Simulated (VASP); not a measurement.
# Mn3CI (Pm-3m) in VASP: single point with PBE

Aim: the single point of Mn3CI with PBE.

Program: VASP 6.6.1. These are calculated values, not measurements. Logs are shortened: lines on timing, memory, paths and dates and some standing lists are left out, and cuts for length are marked.

## Step 1: The cell of the first run

It takes space group Pm-3m (No. 221, cubic). The conventional cell has a = 4.320 Å, b = 4.320 Å, c = 4.320 Å, α = 90.00°, β = 90.00°, γ = 90.00°. C (site symmetry m-3m) has 12 Mn at 3.06 Å and 8 I at 3.74 Å within 4.0 Å. Within 2.9 Å of I (site symmetry m-3m) lie 6 Mn at 2.16 Å. Within 2.9 Å of Mn (site symmetry 4/mmm) lie 2 I at 2.16 Å.

## Step 2: Single point, PBE

Contents of INCAR:

```
PREC = Accurate
ENCUT = 600
EDIFF = 1E-6
ISMEAR = -1
SIGMA = 0.1
LREAL = F
LASPH = T
NELM = 120
ALGO = Normal
ISIF = 2
LWAVE = F
LCHARG = T
GGA = PE
LELF = T
LVHAR = T
NBANDS = 33
GGA_COMPAT = F
```

Contents of KPOINTS:

```
regular mesh
0
Gamma
  8 8 8
```

Contents of POSCAR:

```
Mn3CI
1.0
    4.3204870000      0.0000000000      0.0000000000
    0.0000000000      4.3204870000      0.0000000000
    0.0000000000      0.0000000000      4.3204870000
C I Mn
1 1 3
Direct
    0.0000000000      0.0000000000      0.0000000000
    0.5000000000      0.5000000000      0.5000000000
    0.0000000000      0.5000000000      0.5000000000
    0.5000000000      0.0000000000      0.5000000000
    0.5000000000      0.5000000000      0.0000000000
```

Potentials or basis: VASP PAW PBE potentials, release 64 (C, I, Mn_pv).

On the command line:

```
$ cat potpaw_PBE.64/C/POTCAR potpaw_PBE.64/I/POTCAR potpaw_PBE.64/Mn_pv/POTCAR > POTCAR
$ mpirun -np 1 vasp_std > vasp.out
```

OUTCAR:

```text
PREC = Accurate
   ENCUT = 600
   EDIFF = 1E-6
   ISMEAR = -1
   LREAL = F
   LASPH = T
   NELM = 120
   ISIF = 2
   GGA = PE

 ion  position               nearest neighbor table
   1  0.000  0.000  0.000-
   2  0.500  0.500  0.500-   3 2.16   4 2.16   5 2.16   5 2.16   4 2.16   3 2.16
   3  0.000  0.500  0.500-   2 2.16   2 2.16   5 3.06   5 3.06   4 3.06   4 3.06   4 3.06   5 3.06
                             5 3.06   4 3.06
   4  0.500  0.000  0.500-   2 2.16   2 2.16   5 3.06   5 3.06   3 3.06   3 3.06   5 3.06   5 3.06
                             3 3.06   3 3.06
   5  0.500  0.500  0.000-   2 2.16   2 2.16   4 3.06   3 3.06   3 3.06   4 3.06   4 3.06   4 3.06
                             3 3.06   3 3.06

  LATTYP: Found a simple cubic cell.
 ALAT       =     4.3204870000

  Lattice vectors:

 A1 = (   4.3204870000,   0.0000000000,   0.0000000000)
 A2 = (   0.0000000000,   4.3204870000,   0.0000000000)
 A3 = (   0.0000000000,   0.0000000000,   4.3204870000)

Analysis of symmetry for initial positions (statically):
=====================================================================
 Subroutine PRICEL returns:
 Original cell was already a primitive cell.

 Routine SETGRP: Setting up the symmetry group for a
 simple cubic supercell.

 Subroutine GETGRP returns: Found 48 space group operations
 (whereof 48 operations were pure point group operations)
 out of a pool of 48 trial point group operations.

The static configuration has the point symmetry O_h .

Analysis of symmetry for dynamics (positions and initial velocities):
=====================================================================
 Subroutine PRICEL returns:
 Original cell was already a primitive cell.

 Routine SETGRP: Setting up the symmetry group for a
 simple cubic supercell.

 Subroutine GETGRP returns: Found 48 space group operations
 (whereof 48 operations were pure point group operations)
 out of a pool of 48 trial point group operations.

The dynamic configuration has the point symmetry O_h .

 Subroutine INISYM returns: Found 48 space group operations
 (whereof 48 operations are pure point group operations),
 and found     1 'primitive' translations

----------------------------------------------------------------------------------------

                                     Primitive cell

  volume of cell :      80.6488

  direct lattice vectors                    reciprocal lattice vectors
     4.320487000  0.000000000  0.000000000     0.231455389  0.000000000  0.000000000
     0.000000000  4.320487000  0.000000000     0.000000000  0.231455389  0.000000000
     0.000000000  0.000000000  4.320487000     0.000000000  0.000000000  0.231455389

  length of vectors
     4.320487000  4.320487000  4.320487000     0.231455389  0.231455389  0.231455389

  position of ions in fractional coordinates (direct lattice)
     0.000000000  0.000000000  0.000000000
     0.500000000  0.500000000  0.500000000
     0.000000000  0.500000000  0.500000000
     0.500000000  0.000000000  0.500000000
     0.500000000  0.500000000  0.000000000

  ion indices of the primitive-cell ions
   primitive index   ion index
                 1           1
                 2           2
                 3           3
                 4           4
                 5           5

----------------------------------------------------------------------------------------

 KPOINTS: regular mesh

Automatic generation of k-mesh.
 Grid dimensions read from file:
 generate k-points for:    8    8    8

 Generating k-lattice:

  Cartesian coordinates                     Fractional coordinates (reciprocal lattice)
     0.028931924  0.000000000  0.000000000     0.125000000  0.000000000  0.000000000
     0.000000000  0.028931924  0.000000000     0.000000000  0.125000000  0.000000000
     0.000000000  0.000000000  0.028931924     0.000000000  0.000000000  0.125000000

  Length of vectors
     0.028931924  0.028931924  0.028931924

  Shift w.r.t. Gamma in fractional coordinates (k-lattice)
     0.000000000  0.000000000  0.000000000

 Subroutine IBZKPT returns following result:
 ===========================================

 Found     35 irreducible k-points:

 Following reciprocal coordinates:
            Coordinates               Weight
  0.000000  0.000000  0.000000      1.000000
  0.125000  0.000000  0.000000      6.000000
  0.250000  0.000000  0.000000      6.000000
  0.375000  0.000000  0.000000      6.000000
  0.500000  0.000000  0.000000      3.000000
  0.125000  0.125000  0.000000     12.000000
[... 16 lines left out ...]
  0.375000  0.375000  0.125000     24.000000
  0.500000  0.375000  0.125000     24.000000
 [... further k-points ...]
   k-points           NKPTS =     35   k-points in BZ     NKDIM =     35   number of bands    NBANDS=     33
   number of dos      NEDOS =    301   number of ions     NIONS =      5
   total plane-waves  NPLWV =  46656
   dimension x,y,z NGX =    36 NGY =   36 NGZ =   36
   dimension x,y,z NGXF=    72 NGYF=   72 NGZF=   72
   ions per type =               1   1   3
   NGX,Y,Z   is equivalent  to a cutoff of  13.85, 13.85, 13.85 a.u.
   NGXF,Y,Z  is equivalent  to a cutoff of  27.70, 27.70, 27.70 a.u.
 SYSTEM =  unknown system
   PREC   = accura    normal or accurate (medium, high low for compatibility)
   ISTART =      0    job   : 0-new  1-cont  2-samecut
   ICHARG =      2    charge: 1-file 2-atom 10-const
   ISPIN  =      1    spin polarized calculation?
   LNONCOLLINEAR =      F non collinear calculations
   LSORBIT =      F    spin-orbit coupling
   LASPH  =      T    aspherical Exc in radial PAW
   ENCUT  =  600.0 eV  44.10 Ry    6.64 a.u.   8.63  8.63  8.63*2*pi/ulx,y,z
   NELM   =    120;   NELMIN=  2; NELMDL= -5     # of ELM steps
   EDIFF  = 0.1E-05   stopping-criterion for ELM
   LREAL  =      F    real-space projection
[... 7 lines left out ...]
   TEBEG  =    0.0;   TEEND  =   0.0 temperature during run
   PSTRESS=    0.0 pullay stress
   NELECT =      50.0000    total number of electrons
   NUPDOWN=      -1.0000    fix difference up-down
   EMIN   =  10.00;   EMAX   =-10.00  energy-range for DOS
   EFERMI =   0.00;   METHOD = LEGACY
   ISMEAR =    -1;   SIGMA  =   0.10  broadening in eV -4-tet -1-fermi 0-gaus
   EFERMI_NEDOS =   21; number of points for ismear=-14 and -15
   IALGO  =     38    algorithm
   IMIX   =      4    mixing-type and parameters
     AMIX     =   0.40;   BMIX     =  1.00
     AMIX_MAG =   1.60;   BMIX_MAG =  1.00
  volume/ion in A,a.u.               =      16.13       108.85
  Fermi-wavevector in a.u.,A,eV,Ry     =   1.395936  2.637936 26.512815  1.948637
  Thomas-Fermi vector in A             =   2.519339
   LORBIT       =      0    0 simple, 1 ext, 2 COOP (PROOUT), +10 PAW based schemes
   GGA     = PE    functional components
   LHFCALC =     F    Hartree Fock is set to
   AEXX    =    0.0000 exact exchange contribution
   IVDW    =     0    specifies the selected vdW correction
   LEPSILON=     F    determine dielectric tensor
   LRPA    =     F    only Hartree local field effects (RPA)
 non-spin polarized calculation
  energy-cutoff  :      600.00
  volume of cell :       80.65
 maximum number of plane-waves:      2730
 NGX is ok and might be reduce to    36
   NGX = 17   NGY = 17   NGZ = 17

 number of electron      49.9999974 magnetization

 Free energy of the ion-electron system (eV)
  ---------------------------------------------------
  ext. energy  EPLUGINS =         0.00000000
  ---------------------------------------------------
  free energy    TOTEN  =       -20.86599752 eV

  energy without entropy =      -20.53053653  energy(sigma->0) =      -20.69826702

 E-fermi :   7.1300     XC(G=0): -11.1798

 val. band max:        7.1274894664   @ k =   0.5000   0.3750   0.1250
 cond. band min:       7.1319142945   @ k =   0.3750   0.2500   0.0000
 fundamental gap:      0.0044248280
 Fermi energy:         7.1299921627

 k-point     1 :       0.0000    0.0000    0.0000
  band No.  band energies     occupation
      1     -40.7514      2.00000
      2     -40.7514      2.00000
      3     -40.7514      2.00000
      4     -40.4953      2.00000
      5     -40.4953      2.00000
      6     -40.4953      2.00000
[... 25 lines left out ...]
     32       7.7955      0.00257
     33      11.5537      0.00000

 k-point     2 :       0.1250    0.0000    0.0000
  band No.  band energies     occupation
      1     -40.7510      2.00000
      2     -40.7510      2.00000
      3     -40.7479      2.00000
      4     -40.4961      2.00000
      5     -40.4952      2.00000
      6     -40.4952      2.00000
[... 25 lines left out ...]
     32       7.7412      0.00442
     33      11.5936      0.00000

 k-point     3 :       0.2500    0.0000    0.0000
  band No.  band energies     occupation
      1     -40.7499      2.00000
      2     -40.7499      2.00000
      3     -40.7395      2.00000
      4     -40.4983      2.00000
      5     -40.4951      2.00000
      6     -40.4951      2.00000
[... 25 lines left out ...]
     32       8.1918      0.00005
     33      11.7176      0.00000

 k-point     4 :       0.3750    0.0000    0.0000
  band No.  band energies     occupation
      1     -40.7489      2.00000
      2     -40.7489      2.00000
      3     -40.7310      2.00000
      4     -40.5006      2.00000
      5     -40.4949      2.00000
      6     -40.4949      2.00000
[... 25 lines left out ...]
     32       8.5625      0.00000
     33      11.9219      0.00000

 k-point     5 :       0.5000    0.0000    0.0000
  band No.  band energies     occupation
      1     -40.7485      2.00000
      2     -40.7485      2.00000
      3     -40.7274      2.00000
      4     -40.5016      2.00000
      5     -40.4948      2.00000
      6     -40.4948      2.00000
[... 604 lines left out ...]
 k-point    22 :       0.5000    0.2500    0.1250
  band No.  band energies     occupation
      1     -40.7929      2.00000
      2     -40.7287      2.00000
      3     -40.6875      2.00000
      4     -40.5145      2.00000
      5     -40.5055      2.00000
      6     -40.5017      2.00000
[... 25 lines left out ...]
     32       9.2951      0.00000
     33      11.5402      0.00000

 k-point    23 :       0.3750    0.3750    0.1250
  band No.  band energies     occupation
      1     -40.8000      2.00000
      2     -40.7267      2.00000
      3     -40.6774      2.00000
      4     -40.5179      2.00000
      5     -40.5048      2.00000
      6     -40.5044      2.00000
[... 25 lines left out ...]
     32       9.3547      0.00000
     33      10.8573      0.00000

 k-point    24 :       0.5000    0.3750    0.1250
  band No.  band energies     occupation
      1     -40.8032      2.00000
      2     -40.7261      2.00000
      3     -40.6713      2.00000
      4     -40.5197      2.00000
      5     -40.5057      2.00000
      6     -40.5046      2.00000
[... 25 lines left out ...]
     32       9.4793      0.00000
     33      10.4439      0.00000

 [... further k-points ...]

------------------------ aborting loop because EDIFF is reached ----------------------------------------

  FORCE on cell =-STRESS in cart. coord.  units (eV):
  Direction    XX          YY          ZZ          XY          YZ          ZX
  --------------------------------------------------------------------------------------
  -------------------------------------------------------------------------------------
  Total       11.9879537     11.9879537     11.9879537      0.0000000      0.0000000     -0.0000000
  in kB      238.1538079    238.1538079    238.1538079      0.0000000      0.0000000     -0.0000000
  external PRESSURE =     238.1538079 kB  Pullay stress =       0.0000000 kB

 VOLUME and BASIS-vectors are now :
 -----------------------------------------------------------------------------
  energy-cutoff  :      600.00
  volume of cell :       80.65
      direct lattice vectors                 reciprocal lattice vectors
     4.320487000  0.000000000  0.000000000     0.231455389  0.000000000  0.000000000
     0.000000000  4.320487000  0.000000000     0.000000000  0.231455389  0.000000000
     0.000000000  0.000000000  4.320487000     0.000000000  0.000000000  0.231455389

 POSITION                                       TOTAL-FORCE (eV/Angst)
 -----------------------------------------------------------------------------------
      0.00000      0.00000      0.00000         0.000000      0.000000      0.000000
      2.16024      2.16024      2.16024         0.000000      0.000000      0.000000
      0.00000      2.16024      2.16024         0.000000      0.000000      0.000000
      2.16024      0.00000      2.16024         0.000000      0.000000      0.000000
      2.16024      2.16024      0.00000         0.000000      0.000000      0.000000
 -----------------------------------------------------------------------------------
    total drift:                                0.000000      0.000000      0.000000

  FREE ENERGIE OF THE ION-ELECTRON SYSTEM (eV)
  ---------------------------------------------------
  free  energy   TOTEN  =       -20.8659975150 eV

  energy  without entropy=      -20.5305365282  energy(sigma->0) =      -20.69826702
```

Run time: 4 min. Hardware: 1 thread of AMD EPYC 7R13, shared host; peak memory 0.24 GiB.

Results:

- Free energy: -20.8660 eV
- Pressure: 23.8 GPa
- Band gap on the k mesh: zero (bands 25 and 26 overlap by 0.28 eV)

Caveat: the cell stands under pressure; spin-orbit coupling is left out, which moves the levels of the heavy elements; the run has no spin polarisation, though such a crystal can be magnetic. Spin polarisation is off, so any magnetic state and its effect on volume and gap are missing.
